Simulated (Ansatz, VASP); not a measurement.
# Two plane-wave programs on RbBr

```
CELL_PARAMETERS angstrom
4.19290 0.00000 0.00000
0.00000 4.19290 0.00000
0.00000 0.00000 4.19290
ATOMIC_POSITIONS crystal
Rb 0.00000 0.00000 0.00000
Br 0.50000 0.50000 0.50000
```

Alike in both runs: task single point; functional PBE; k mesh 6 × 6 × 6; occupations gaussian, width 0.02 eV; non-collinear spin, spin-orbit coupling.

```csv
,VASP,Ansatz
version,VASP 6.6.1,Ansatz 0.2.0
potentials or method,"VASP PAW PBE potentials, release 64 (Rb_sv, Br), cutoff 520 eV","plane waves, PAW"
valence electrons in the cell,16,16
```

Ansatz gave:

* pressure (GPa): 0.0

Q: Estimate VASP's values.

A: Pressure (GPa): 0.1.
